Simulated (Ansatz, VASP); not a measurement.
## One calculation of AlAs, two programs

File INCAR:

```
SYSTEM = AlAs
PREC = Accurate ; ENCUT = 500
EDIFF = 1E-6 ; ISMEAR = 0
SIGMA = 0.01 ; LREAL = .False.
LASPH = .True. ; NELM = 120
ALGO = Normal ; ISIF = 2
LWAVE = .False. ; LCHARG = .True.
GGA = PE ; LELF = .True.
LVHAR = .True. ; NBANDS = 11
GGA_COMPAT = .False.
```

File KPOINTS:

```
regular mesh
0
Gamma
  6 6 6
  0 0 0
```

File POSCAR:

```
AlAs
1.0
    0.0000000000      2.8925172194      2.8925172194
    2.8925172194      0.0000000000      2.8925172194
    2.8925172194      2.8925172194      0.0000000000
Al As
1 1
Direct
    0.0000000000      0.0000000000      0.0000000000
    0.2500000000      0.2500000000      0.2500000000
```

Input for Ansatz:

```yaml
crystal:
  lattice:
    - [0.0, 2.8925172194, 2.8925172194]
    - [2.8925172194, 0.0, 2.8925172194]
    - [2.8925172194, 2.8925172194, 0.0]
  atoms:
    - { symbol: Al, position: [0.0, 0.0, 0.0] }
    - { symbol: As, position: [0.25, 0.25, 0.25] }
kpoints:
  mp_grid: { grid: [6, 6, 6] }
hamiltonian:
  xc: pbe
scf:
  occupations: { method: fixed }
  n_extra_bands: 4
output:
  forces: true
  stress: true
  eigenvalues: true
```

Alike in both runs: task single point; functional PBE; k mesh 6 × 6 × 6; no spin polarisation.

|  | VASP | Ansatz |
| --- | --- | --- |
| version | VASP 6.6.1 | Ansatz 0.2.0 |
| potentials or method | VASP PAW PBE potentials, release 64 (Al, As) | plane waves, PAW |
| plane-wave cutoff (eV) | 500 | 420 |
| occupations | gaussian, width 0.01 eV | fixed |
| valence electrons in the cell | 8 | 18 |

Ansatz gave:

* gap on the k mesh at the Fermi level (eV): 1.55
* pressure (GPa): -1.9

Question: Estimate VASP's values.

Answer: gap on the k mesh at the Fermi level (eV): 1.54; pressure (GPa): -1.7.

VASP's potentials hold 8 valence electrons a cell and Ansatz's 18, so a difference there can come from the potentials and not from the codes.
